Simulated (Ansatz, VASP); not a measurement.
## One calculation of SiO2, two programs

```
CELL_PARAMETERS angstrom
4.14060 0.00000 0.00000
0.00000 4.14060 0.00000
0.00000 0.00000 2.77050
ATOMIC_POSITIONS crystal
Si 0.50000 0.50000 0.50000
Si 0.00000 0.00000 0.00000
O 0.69301 0.69301 0.00000
O 0.19301 0.80699 0.50000
O 0.30699 0.30699 0.00000
O 0.80699 0.19301 0.50000
```

Alike in both runs: task single point; functional PBE; k mesh 6 × 6 × 8; occupations gaussian, width 0.05 eV; no spin polarisation.

|  | VASP | Ansatz |
| --- | --- | --- |
| version | VASP 6.6.1 | Ansatz 0.2.0 |
| potentials or method | VASP PAW PBE potentials, release 64 (Si, O), cutoff 520 eV | scalar-relativistic, plane waves, PAW |
| valence electrons in the cell | 32 | 32 |

|  | VASP | Ansatz | Ansatz less VASP |
| --- | --- | --- | --- |
| gap on the k mesh at the Fermi level (eV) | 5.08 | 5.10 | +0.019 |
| least direct gap on the mesh (eV) | 5.08 | 5.10 | +0.019 |
| pressure (GPa) | 3.1 | 2.8 | -0.24 |
| traceless stress, the component that is largest in VASP (GPa) | -13.75 | -14.09 | -0.342 |
| rms of the force components (eV/Å) | 0.213 | 0.210 | -0.0031 |

Atom by atom the forces differ by 0.003 eV/Å (rms over components). With one functional, cell and mesh, what is left measures potentials, basis and numerics.
